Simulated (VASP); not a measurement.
The system is CaSe.

```
Ca Se
1.0
     0.00000    3.27956    3.27956
     3.27956    0.00000    3.27956
     3.27956    3.27956    0.00000
Ca Se
1 1
Direct
  0.00000 0.00000 0.00000
  0.25000 0.25000 0.25000
```

Base run:

```yaml
Program: VASP 6.6.1
Functional: PBE
Potentials_or_basis: VASP PAW PBE potentials, release 64 (Ca_sv, Se)
Cutoff: 520 eV
k_mesh: 4 × 4 × 4
Occupations: gaussian, width 0.01 eV
Spin: no spin polarisation
```

Its results: band gap on the k mesh 3.20 eV, indirect (least direct gap 3.30 eV); pressure 0.6 GPa.

Q: After a change of settings the same cell gave: band gap on the k mesh 8.16 eV, indirect (least direct gap 8.21 eV); pressure -0.4 GPa. Which change was it?
A. dispersion from none to D4
B. further incar settings from ALGO = Normal; EDIFF = 1e-06; NBANDS = 15 to ALGO = Normal; EDIFF = 1e-07; NBANDS = 15; ISYM = 0
C. functional from PBE to r2SCAN
D. functional from PBE to PBE-based global hybrid

A: D.

Caveats: the PAW data sets were made with another functional, which shifts forces and pressure a little (some runs).
